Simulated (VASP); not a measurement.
# Cd7Se8 (a cell with a defect) in VASP: a series of runs

The runs below take Cd7Se8 (a cell with a defect) through single point, with PBE.

All numbers are computed with VASP 6.6.1; they aren't measurements. Logs are shortened: lines on timing, memory, paths and dates and some standing lists are left out, and cuts for length are marked.

### 1 The cell of the first run

The cell holds a defect, 15 atoms: a = 8.654 Å, b = 8.654 Å, c = 7.064 Å, α = 90.00°, β = 90.00°, γ = 120.00°.

### 2 Single point, PBE

INCAR

```
SYSTEM = Cd7Se8
ALGO = Normal ; EDIFF = 1E-6
ENCUT = 520 ; GGA = PE
ISIF = 2 ; ISMEAR = 1
LASPH = .TRUE. ; LCHARG = .FALSE.
LREAL = Auto ; LWAVE = .FALSE.
NBANDS = 79 ; NELM = 100
PREC = Accurate ; SIGMA = 0.15
```

KPOINTS

```
k-points
0
G
  2 2 2
  0 0 0
```

POSCAR

```
Cd7Se8
1.0
    8.6536303400     -0.0000005800      0.0000000000
   -4.3268146700      7.4942640000      0.0000000000
    0.0000000000      0.0000000000      7.0637770000
Cd Se
7 8
Direct
    0.3425389774      0.1742687739      0.5232370727
    0.1790718731      0.8399772284     -0.0004779313
    0.3425398135      0.6690226283      0.5232142804
    0.6450404450      0.3267199253      0.0030166581
    0.8794088373      0.1900259332      0.2988154921
    0.6450255312      0.8191107725      0.0029049615
    0.8470990806      0.6739076034      0.5066867201
    0.2258298000      0.3632703800      0.3352550626
    0.3080693308      0.1783570980      0.8961593776
    0.1821734833      0.8414654335      0.3835248480
    0.3080532558      0.6305629450      0.8961299316
    0.6782080659      0.3377782519      0.3871835139
    0.8307005361      0.1657529654      0.9160439238
    0.6781717257      0.8410821120      0.3871114561
    0.8321992849      0.6664900626      0.8856494196
```

Potentials or basis: VASP PAW PBE potentials, release 64 (Cd, Se).

The run is started by

```bash
cat potpaw_PBE.64/Cd/POTCAR potpaw_PBE.64/Se/POTCAR > POTCAR
mpirun -np 1 vasp_std > vasp.out
```

OUTCAR:

```text
SYSTEM = Cd7Se8
   EDIFF = 1E-6
   ENCUT = 520
   GGA = PE
   ISIF = 2
   ISMEAR = 1
   LASPH = .TRUE.
   LREAL = Auto
   NELM = 100
   PREC = Accurate

 ion  position               nearest neighbor table
   1  0.343  0.174  0.523-   9 2.65   8 2.67  10 2.68  12 2.69
   2  0.179  0.840  1.000-   9 2.66  11 2.66  10 2.71  15 2.72
   3  0.343  0.669  0.523-  11 2.65   8 2.67  10 2.68  14 2.69
   4  0.645  0.327  0.003-   9 2.64  13 2.67  15 2.68  12 2.73   5 3.50
   5  0.879  0.190  0.299-   8 2.61  14 2.70  12 2.70  13 2.73   6 3.50   4 3.50
   6  0.645  0.819  0.003-  11 2.64  13 2.67  15 2.68  14 2.73   5 3.50
   7  0.847  0.674  0.507-  14 2.66  12 2.66  10 2.66  15 2.68
   8  0.226  0.363  0.335-   5 2.61   1 2.67   3 2.67
   9  0.308  0.178  0.896-   4 2.64   1 2.65   2 2.66
  10  0.182  0.841  0.384-   7 2.66   3 2.68   1 2.68   2 2.71
  11  0.308  0.631  0.896-   6 2.64   3 2.65   2 2.66
  12  0.678  0.338  0.387-   7 2.66   1 2.69   5 2.70   4 2.73
  13  0.831  0.166  0.916-   6 2.67   4 2.67   5 2.73
  14  0.678  0.841  0.387-   7 2.66   3 2.69   5 2.70   6 2.73
  15  0.832  0.666  0.886-   7 2.68   6 2.68   4 2.68   2 2.72

  LATTYP: Found a hexagonal cell.
 ALAT       =     8.6536303400
 C/A-ratio  =     0.8162790323

  Lattice vectors:

 A1 = (   8.6536303400,  -0.0000005800,   0.0000000000)
 A2 = (  -4.3268146700,   7.4942640000,   0.0000000000)
 A3 = (   0.0000000000,   0.0000000000,   7.0637770000)

Analysis of symmetry for initial positions (statically):
=====================================================================
 Subroutine PRICEL returns:
 Original cell was already a primitive cell.

 Routine SETGRP: Setting up the symmetry group for a
 hexagonal supercell.

 Subroutine GETGRP returns: Found  1 space group operations
 (whereof  1 operations were pure point group operations)
 out of a pool of 24 trial point group operations.

The static configuration has the point symmetry C_1 .

Analysis of symmetry for dynamics (positions and initial velocities):
=====================================================================
 Subroutine PRICEL returns:
 Original cell was already a primitive cell.

 Routine SETGRP: Setting up the symmetry group for a
 hexagonal supercell.

 Subroutine GETGRP returns: Found  1 space group operations
[... 125 lines left out ...]
   EMIN   =  10.00;   EMAX   =-10.00  energy-range for DOS
   EFERMI =   0.00;   METHOD = LEGACY
   ISMEAR =     1;   SIGMA  =   0.15  broadening in eV -4-tet -1-fermi 0-gaus
   EFERMI_NEDOS =   21; number of points for ismear=-14 and -15
   IALGO  =     38    algorithm
   IMIX   =      4    mixing-type and parameters
     AMIX     =   0.40;   BMIX     =  1.00
     AMIX_MAG =   1.60;   BMIX_MAG =  1.00
  volume/ion in A,a.u.               =      30.54       206.10
  Fermi-wavevector in a.u.,A,eV,Ry     =   1.081296  2.043354 15.907954  1.169202
  Thomas-Fermi vector in A             =   2.217309
   LORBIT       =      0    0 simple, 1 ext, 2 COOP (PROOUT), +10 PAW based schemes
   GGA     = PE    functional components
   LHFCALC =     F    Hartree Fock is set to
   AEXX    =    0.0000 exact exchange contribution
   IVDW    =     0    specifies the selected vdW correction
   LEPSILON=     F    determine dielectric tensor
   LRPA    =     F    only Hartree local field effects (RPA)
 non-spin polarized calculation
 Methfessel and Paxton  Order N= 1 SIGMA  =   0.15
  energy-cutoff  :      520.00
  volume of cell :      458.10
 maximum number of plane-waves:     12360
   NGX = 33   NGY = 33   NGZ = 27

 number of electron     131.9999987 magnetization

 Free energy of the ion-electron system (eV)
  ---------------------------------------------------
  ext. energy  EPLUGINS =         0.00000000
  ---------------------------------------------------
  free energy    TOTEN  =       -39.51017817 eV

  energy without entropy =      -39.50898606  energy(sigma->0) =      -39.50978080

 E-fermi :   0.1905     XC(G=0):  -8.5066

 val. band max:        0.1436927189   @ k =   0.5000   0.5000   0.0000
 cond. band min:       0.2017285285   @ k =   0.0000   0.0000   0.5000
 fundamental gap:      0.0580358096
 Fermi energy:         0.1904555058

 k-point     1 :       0.0000    0.0000    0.0000
  band No.  band energies     occupation
      1     -11.9982      2.00000
      2     -11.6927      2.00000
      3     -11.6512      2.00000
      4     -11.6148      2.00000
      5     -11.6030      2.00000
      6     -11.4967      2.00000
[... 637 lines left out ...]
     77       5.4143      0.00000
     78       5.4805      0.00000
 [bands above 78 left out]

------------------------ aborting loop because EDIFF is reached ----------------------------------------

  FORCE on cell =-STRESS in cart. coord.  units (eV):
  Direction    XX          YY          ZZ          XY          YZ          ZX
  --------------------------------------------------------------------------------------
  -------------------------------------------------------------------------------------
  Total        0.6411761      0.5658645     -0.5451043      0.0611929      0.2954653      0.5159436
  in kB        2.2424544      1.9790589     -1.9064521      0.2140166      1.0333627      1.8044653
  external PRESSURE =       0.7716871 kB  Pullay stress =       0.0000000 kB

 VOLUME and BASIS-vectors are now :
 -----------------------------------------------------------------------------
  energy-cutoff  :      520.00
  volume of cell :      458.10
      direct lattice vectors                 reciprocal lattice vectors
     8.653630340 -0.000000580  0.000000000     0.115558442  0.066717687  0.000000000
    -4.326814670  7.494264000  0.000000000     0.000000009  0.133435390  0.000000000
     0.000000000  0.000000000  7.063777000     0.000000000  0.000000000  0.141567323

 POSITION                                       TOTAL-FORCE (eV/Angst)
 -----------------------------------------------------------------------------------
      2.21018      1.30602      3.69603        -0.002782     -0.006317      0.006122
     -2.08480      6.29501      7.06040        -0.003834     -0.002520     -0.010595
      0.06948      5.01383      3.69587        -0.006737     -0.000770      0.005494
      4.16828      2.44853      0.02131         0.000113     -0.006717     -0.003912
      6.78787      1.42410      2.11077         0.008093      0.003799      0.005119
      2.03767      6.13863      0.02052        -0.004302      0.002358     -0.003216
      4.41461      5.05044      3.57912        -0.008349     -0.005954      0.015051
      0.38244      2.72244      2.36817         0.018788      0.010807     -0.022403
      1.89420      1.33666      6.33027        -0.027084      0.012828      0.000721
     -2.06440      6.30616      2.70913         0.006783      0.004832      0.004301
     -0.06255      4.72560      6.33006        -0.006368     -0.027870     -0.003270
      4.40746      2.53140      2.73498         0.007581     -0.003621      0.013671
      6.47139      1.24220      6.47073         0.003523      0.004351     -0.020985
      2.22944      6.30329      2.73447         0.004601      0.009129      0.012518
      4.31777      4.99485      6.25603         0.009973      0.005666      0.001383
 -----------------------------------------------------------------------------------
    total drift:                               -0.010118      0.005883     -0.011940

  FREE ENERGIE OF THE ION-ELECTRON SYSTEM (eV)
  ---------------------------------------------------
  free  energy   TOTEN  =       -39.5101781745 eV

  energy  without entropy=      -39.5089860571  energy(sigma->0) =      -39.50978080
```

It took 8.9 min on 1 thread of Intel Xeon 6975P-C, shared host; peak memory 0.58 GiB.

Results:

* Free energy: -39.5102 eV
* Pressure: 0.1 GPa
* Largest force: 0.031 eV/Å
* Band gap on the k mesh: zero (band 66 reaches 0.43 eV, above the bottom of band 67 at -0.00 eV)

Forces on the atoms (eV/Å):
```
Cd  -0.003 -0.006  0.006
Cd  -0.004 -0.003 -0.011
Cd  -0.007 -0.001  0.005
Cd   0.000 -0.007 -0.004
Cd   0.008  0.004  0.005
Cd  -0.004  0.002 -0.003
Cd  -0.008 -0.006  0.015
Se   0.019  0.011 -0.022
Se  -0.027  0.013  0.001
Se   0.007  0.005  0.004
Se  -0.006 -0.028 -0.003
Se   0.008 -0.004  0.014
Se   0.004  0.004 -0.021
Se   0.005  0.009  0.013
Se   0.010  0.006  0.001
```

Stress tensor (GPa, compression positive):
```
 0.22  0.02  0.18
 0.02  0.20  0.10
 0.18  0.10 -0.19
```

Levels at points of the mesh, in eV from the Fermi level:
| k point | band 63 | band 64 | band 65 | band 66 | band 67 | band 68 | band 69 | band 70 |
| --- | --- | --- | --- | --- | --- | --- | --- | --- |
| (0.00, 0.00, 0.00) | -0.29 | -0.27 | 0.14 | 0.24 | 0.31 | 1.27 | 2.54 | 3.32 |
| (0.50, 0.00, 0.00) | -0.64 | -0.09 | -0.07 | 0.03 | 0.10 | 2.80 | 2.96 | 3.56 |
| (0.00, 0.50, 0.00) | -0.49 | -0.20 | -0.17 | -0.05 | 0.07 | 2.84 | 3.08 | 3.62 |
| (0.50, 0.50, 0.00) | -0.49 | -0.20 | -0.17 | -0.05 | 0.07 | 2.84 | 3.08 | 3.62 |
| (0.00, 0.00, 0.50) | -0.50 | -0.21 | -0.16 | 0.01 | 0.04 | 2.47 | 2.72 | 3.04 |
| (0.50, 0.00, 0.50) | -0.57 | -0.48 | -0.44 | -0.29 | -0.19 | 3.45 | 3.58 | 3.68 |
| (0.00, 0.50, 0.50) | -0.64 | -0.56 | -0.45 | -0.26 | -0.14 | 3.34 | 3.43 | 3.54 |
| (0.50, 0.50, 0.50) | -0.64 | -0.56 | -0.45 | -0.26 | -0.14 | 3.34 | 3.43 | 3.54 |

Caveat: the k points lie up to 0.44 Å⁻¹ apart.

[end of part 1 of 2]
